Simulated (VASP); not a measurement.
# KBr (Pm-3m) in VASP: further runs

KBr is run at these levels: PBE-based screened hybrid with 35 % exact exchange, PBE-based screened hybrid with 20 % exact exchange, HSE06; tasks: single point.

Program: VASP 6.6.1. These are calculated values, not measurements. Logs are shortened: lines on timing, memory, paths and dates and some standing lists are left out, and cuts for length are marked.

## (1) The cell of the first run

Symmetry: Pm-3m, No. 221, cubic system. Conventional cell: a = 3.976 Å, b = 3.976 Å, c = 3.976 Å, α = 90.00°, β = 90.00°, γ = 90.00°. Within 4.5 Å of K (site symmetry m-3m) lie 8 Br at 3.44 Å and 6 K at 3.98 Å. Within 4.5 Å of Br (site symmetry m-3m) lie 8 K at 3.44 Å and 6 Br at 3.98 Å.

## (2) Single point, PBE-based screened hybrid with 35 % exact exchange

Contents of POSCAR:

```
KBr
1.0
    3.9763217797      0.0000000000      0.0000000000
    0.0000000000      3.9763217797      0.0000000000
    0.0000000000      0.0000000000      3.9763217797
K Br
1 1
Direct
    0.0000000000      0.0000000000      0.0000000000
    0.5000000000      0.5000000000      0.5000000000
```

Contents of INCAR.step1:

```
SYSTEM = KBr
PREC = Accurate
ENCUT = 520
EDIFF = 1E-5
ISMEAR = 0
SIGMA = 0.01
LREAL = .False.
LASPH = .True.
NELM = 60
ALGO = Normal
ISIF = 2
LWAVE = .True.
NBANDS = 15
GGA = PE
```

Contents of INCAR.step2:

```
SYSTEM = KBr
PREC = Accurate
ENCUT = 520
EDIFF = 1E-6
ISMEAR = 0
SIGMA = 0.01
LREAL = .False.
LASPH = .True.
NELM = 60
ALGO = Normal
ISIF = 2
LWAVE = .False.
LCHARG = .True.
GGA = PE
LHFCALC = .True.
AEXX = 0.35
HFSCREEN = 0.2078
PRECFOCK = Normal
LELF = .True.
LVHAR = .True.
NBANDS = 15
ISTART = 1
```

Contents of KPOINTS:

```
regular mesh
0
Gamma
  4 4 4
  0 0 0
```

Potentials or basis: VASP PAW PBE potentials, release 64 (K_sv, Br).

Started as:

```bash
cat potpaw_PBE.64/K_sv/POTCAR potpaw_PBE.64/Br/POTCAR > POTCAR
cp INCAR.step1 INCAR
mpirun -np 1 vasp_std > vasp.out
cp INCAR.step2 INCAR
mpirun -np 1 vasp_std > vasp.out
```

OUTCAR:

```text
SYSTEM = KBr
   PREC = Accurate
   ENCUT = 520
   EDIFF = 1E-6
   ISMEAR = 0
   LREAL = .False.
   LASPH = .True.
   NELM = 60
   ISIF = 2
   GGA = PE
   LHFCALC = .True.
   AEXX = 0.35
   HFSCREEN = 0.2078
   PRECFOCK = Normal
   ISTART = 1

 ion  position               nearest neighbor table
   1  0.000  0.000  0.000-
   2  0.500  0.500  0.500-

  LATTYP: Found a simple cubic cell.
 ALAT       =     3.9763217797

  Lattice vectors:

 A1 = (   3.9763217797,   0.0000000000,   0.0000000000)
 A2 = (   0.0000000000,   3.9763217797,   0.0000000000)
 A3 = (   0.0000000000,   0.0000000000,   3.9763217797)

Analysis of symmetry for initial positions (statically):
=====================================================================
 Subroutine PRICEL returns:
 Original cell was already a primitive cell.

 Routine SETGRP: Setting up the symmetry group for a
 simple cubic supercell.

 Subroutine GETGRP returns: Found 48 space group operations
 (whereof 48 operations were pure point group operations)
 out of a pool of 48 trial point group operations.

The static configuration has the point symmetry O_h .

Analysis of symmetry for dynamics (positions and initial velocities):
=====================================================================
 Subroutine PRICEL returns:
 Original cell was already a primitive cell.

 Routine SETGRP: Setting up the symmetry group for a
 simple cubic supercell.

 Subroutine GETGRP returns: Found 48 space group operations
 (whereof 48 operations were pure point group operations)
 out of a pool of 48 trial point group operations.

The dynamic configuration has the point symmetry O_h .

 Subroutine INISYM returns: Found 48 space group operations
 (whereof 48 operations are pure point group operations),
 and found     1 'primitive' translations

----------------------------------------------------------------------------------------

                                     Primitive cell

  volume of cell :      62.8702

  direct lattice vectors                    reciprocal lattice vectors
     3.976321780  0.000000000  0.000000000     0.251488701  0.000000000  0.000000000
     0.000000000  3.976321780  0.000000000     0.000000000  0.251488701  0.000000000
     0.000000000  0.000000000  3.976321780     0.000000000  0.000000000  0.251488701

  length of vectors
     3.976321780  3.976321780  3.976321780     0.251488701  0.251488701  0.251488701

  position of ions in fractional coordinates (direct lattice)
     0.000000000  0.000000000  0.000000000
     0.500000000  0.500000000  0.500000000

  ion indices of the primitive-cell ions
   primitive index   ion index
                 1           1
                 2           2

----------------------------------------------------------------------------------------

 KPOINTS: regular mesh

Automatic generation of k-mesh.
 Grid dimensions read from file:
 generate k-points for:    4    4    4

 Generating k-lattice:

  Cartesian coordinates                     Fractional coordinates (reciprocal lattice)
     0.062872175  0.000000000  0.000000000     0.250000000  0.000000000  0.000000000
     0.000000000  0.062872175  0.000000000     0.000000000  0.250000000  0.000000000
     0.000000000  0.000000000  0.062872175     0.000000000  0.000000000  0.250000000

  Length of vectors
     0.062872175  0.062872175  0.062872175

  Shift w.r.t. Gamma in fractional coordinates (k-lattice)
     0.000000000  0.000000000  0.000000000

 Subroutine IBZKPT returns following result:
 ===========================================

 Found     10 irreducible k-points:

 Following reciprocal coordinates:
            Coordinates               Weight
  0.000000  0.000000  0.000000      1.000000
  0.250000  0.000000  0.000000      6.000000
  0.500000  0.000000  0.000000      3.000000
  0.250000  0.250000  0.000000     12.000000
  0.500000  0.250000  0.000000     12.000000
  0.500000  0.500000  0.000000      3.000000
  0.250000  0.250000  0.250000      8.000000
  0.500000  0.250000  0.250000     12.000000
  0.500000  0.500000  0.250000      6.000000
  0.500000  0.500000  0.500000      1.000000
   k-points           NKPTS =     10   k-points in BZ     NKDIM =     64   number of bands    NBANDS=     15
   number of dos      NEDOS =    301   number of ions     NIONS =      2
   total plane-waves  NPLWV =  27000
   dimension x,y,z NGX =    30 NGY =   30 NGZ =   30
   dimension x,y,z NGXF=    60 NGYF=   60 NGZF=   60
   ions per type =               1   1
   NGX,Y,Z   is equivalent  to a cutoff of  12.54, 12.54, 12.54 a.u.
   NGXF,Y,Z  is equivalent  to a cutoff of  25.09, 25.09, 25.09 a.u.
 SYSTEM =  KBr
   PREC   = accura    normal or accurate (medium, high low for compatibility)
   ISTART =      1    job   : 0-new  1-cont  2-samecut
   ICHARG =      0    charge: 1-file 2-atom 10-const
   ISPIN  =      1    spin polarized calculation?
   LNONCOLLINEAR =      F non collinear calculations
   LSORBIT =      F    spin-orbit coupling
   LASPH  =      T    aspherical Exc in radial PAW
   ENCUT  =  520.0 eV  38.22 Ry    6.18 a.u.   7.39  7.39  7.39*2*pi/ulx,y,z
   NELM   =     60;   NELMIN=  2; NELMDL=  0     # of ELM steps
   EDIFF  = 0.1E-05   stopping-criterion for ELM
   LREAL  =      F    real-space projection
   EDIFFG = 0.1E-04   stopping-criterion for IOM
   NSW    =      0    number of steps for IOM
   IBRION =     -1    ionic relax: 0-MD 1-quasi-New 2-CG
   NFREE  =      0    steps in history (QN), initial steepest desc. (CG)
   ISIF   =      2    stress and relaxation
   ISYM   =      3    0-nonsym 1-usesym 2-fastsym
   POTIM  = 0.5000    time-step for ionic-motion
   TEBEG  =    0.0;   TEEND  =   0.0 temperature during run
   PSTRESS=    0.0 pullay stress
   NELECT =      16.0000    total number of electrons
   NUPDOWN=      -1.0000    fix difference up-down
   EMIN   =  10.00;   EMAX   =-10.00  energy-range for DOS
   EFERMI =   0.00;   METHOD = LEGACY
   ISMEAR =     0;   SIGMA  =   0.01  broadening in eV -4-tet -1-fermi 0-gaus
   EFERMI_NEDOS =   21; number of points for ismear=-14 and -15
   IALGO  =     38    algorithm
   IMIX   =      1    mixing-type and parameters
     AMIX     =   0.40;   BMIX     =  1.00
     AMIX_MAG =   1.60;   BMIX_MAG =  1.00
  volume/ion in A,a.u.               =      31.44       212.13
  Fermi-wavevector in a.u.,A,eV,Ry     =   1.037449  1.960494 14.643948  1.076300
  Thomas-Fermi vector in A             =   2.171887
   LORBIT       =      0    0 simple, 1 ext, 2 COOP (PROOUT), +10 PAW based schemes
   GGA     = PE    functional components
   LHFCALC =     T    Hartree Fock is set to
   PRECFOCK=normal    Normal, Fast or Accurate (Low or Medium for compatibility)
   ENCUT4O =  -1.0   cutoff for four orbital integrals eV
   NKREDX  =     1    reduce k-point grid by
   NKREDY  =     1    reduce k-point grid by
   NKREDZ  =     1    reduce k-point grid by
   AEXX    =    0.3500 exact exchange contribution
   HFSCREEN=    0.2078 screening length (either q_TF or 0.3 A-1)
   HFSCREENC=   0.2078 screening length for correlation (either q_TF or 0.3 A-1)
   ENCUTFOCK=  -1.0 apply spherical cutoff to Coloumb kernel
   IVDW    =     0    specifies the selected vdW correction
   LEPSILON=     F    determine dielectric tensor
   LRPA    =     F    only Hartree local field effects (RPA)
 non-spin polarized calculation
 Gauss-broadening in eV      SIGMA  =   0.01
  energy-cutoff  :      520.00
  volume of cell :       62.87
 maximum number of plane-waves:      1743
 NGX is ok and might be reduce to    30
  NGX = 24; NGY = 24; NGZ = 24

 number of electron      15.9999996 magnetization

 Free energy of the ion-electron system (eV)
  ---------------------------------------------------
  ext. energy  EPLUGINS =         0.00000000
  ---------------------------------------------------
  free energy    TOTEN  =        -7.41955852 eV

  energy without entropy =       -7.41955852  energy(sigma->0) =       -7.41955852

 E-fermi :  -1.5861     XC(G=0):  -6.1836

 val. band max:       -1.6778780729   @ k =   0.5000   0.5000   0.0000
 cond. band min:       3.9951412973   @ k =   0.0000   0.0000   0.0000
 fundamental gap:      5.6730193702
 Fermi energy:        -1.5861247293

 k-point     1 :       0.0000    0.0000    0.0000
  band No.  band energies     occupation
      1     -33.4113      2.00000
      2     -16.0695      2.00000
      3     -14.9349      2.00000
      4     -14.9349      2.00000
      5     -14.9349      2.00000
      6      -1.9853      2.00000
      7      -1.9853      2.00000
      8      -1.9853      2.00000
      9       3.9951      0.00000
     10       5.8733      0.00000
     11       5.8733      0.00000
     12      10.4331      0.00000
     13      10.4331      0.00000
     14      10.4331      0.00000
     15      13.0997      0.00000

 k-point     2 :       0.2500    0.0000    0.0000
  band No.  band energies     occupation
      1     -33.4047      2.00000
      2     -16.1454      2.00000
      3     -14.9219      2.00000
      4     -14.9219      2.00000
      5     -14.8313      2.00000
      6      -3.0994      2.00000
      7      -1.9671      2.00000
      8      -1.9671      2.00000
      9       5.2494      0.00000
     10       6.4133      0.00000
     11       7.1969      0.00000
     12      10.2611      0.00000
     13      10.2611      0.00000
     14      10.7439      0.00000
     15      10.9852      0.00000
[... 113 lines left out ...]
      3     -15.0839      2.00000
      4     -15.0839      2.00000
      5     -14.9767      2.00000
      6      -3.3427      2.00000
      7      -3.3427      2.00000
      8      -2.6159      2.00000
      9       6.1565      0.00000
     10       7.9074      0.00000
     11       7.9074      0.00000
     12       8.5231      0.00000
     13      10.5846      0.00000
     14      10.5846      0.00000
     15      12.1292      0.00000

 k-point    10 :       0.5000    0.5000    0.5000
  band No.  band energies     occupation
      1     -33.3742      2.00000
      2     -15.5758      2.00000
      3     -15.0602      2.00000
      4     -15.0602      2.00000
      5     -15.0602      2.00000
      6      -3.3670      2.00000
      7      -3.3670      2.00000
      8      -3.3670      2.00000
      9       7.5150      0.00000
     10       7.5150      0.00000
     11       7.5150      0.00000
     12      10.2305      0.00000
     13      10.2305      0.00000
     14      10.2305      0.00000
     15      12.3201      0.00000

------------------------ aborting loop because EDIFF is reached ----------------------------------------

  FORCE on cell =-STRESS in cart. coord.  units (eV):
  Direction    XX          YY          ZZ          XY          YZ          ZX
  --------------------------------------------------------------------------------------
  -------------------------------------------------------------------------------------
  Total        0.1393230      0.1393230      0.1393230     -0.0000000     -0.0000000      0.0000000
  in kB        3.5504950      3.5504950      3.5504950     -0.0000000     -0.0000000      0.0000000
  external PRESSURE =       3.5504950 kB  Pullay stress =       0.0000000 kB

 VOLUME and BASIS-vectors are now :
 -----------------------------------------------------------------------------
  energy-cutoff  :      520.00
  volume of cell :       62.87
      direct lattice vectors                 reciprocal lattice vectors
     3.976321780  0.000000000  0.000000000     0.251488701  0.000000000  0.000000000
     0.000000000  3.976321780  0.000000000     0.000000000  0.251488701  0.000000000
     0.000000000  0.000000000  3.976321780     0.000000000  0.000000000  0.251488701

 POSITION                                       TOTAL-FORCE (eV/Angst)
 -----------------------------------------------------------------------------------
      0.00000      0.00000      0.00000         0.000000      0.000000      0.000000
      1.98816      1.98816      1.98816         0.000000      0.000000      0.000000
 -----------------------------------------------------------------------------------
    total drift:                                0.000001      0.000001      0.000001

  FREE ENERGIE OF THE ION-ELECTRON SYSTEM (eV)
  ---------------------------------------------------
  free  energy   TOTEN  =        -7.4195585176 eV

  energy  without entropy=       -7.4195585176  energy(sigma->0) =       -7.41955852
```

It took 8.8 min on 1 thread of Intel Xeon Platinum 8375C at 2.90GHz (Ice Lake), shared host; peak memory 0.28 GiB.

Results:

```
Free energy            : -7.4196 eV
Pressure               : 0.4 GPa
Band gap on the k mesh : 5.67 eV (least direct gap 5.98 eV)
```

Levels at points of the mesh, in eV from the valence-band top:
```tsv
k point	band 5	band 6	band 7	band 8	band 9	band 10	band 11	band 12
(0.00, 0.00, 0.00)	-13.26	-0.31	-0.31	-0.31	5.67	7.55	7.55	12.11
(0.50, 0.00, 0.00)	-13.04	-2.27	-0.27	-0.27	8.39	9.18	9.86	10.64
(0.50, 0.50, 0.00)	-13.21	-1.64	-1.64	0.00	6.91	8.41	10.13	10.13
(0.50, 0.50, 0.50)	-13.38	-1.69	-1.69	-1.69	9.19	9.19	9.19	11.91
```

Caveat: the structure was generated, so it needn't be the stable form of KBr; the PAW data sets were made with another functional, which shifts forces and pressure a little. A k mesh can miss the band edges.

(Part 1 of 3 ends here.)
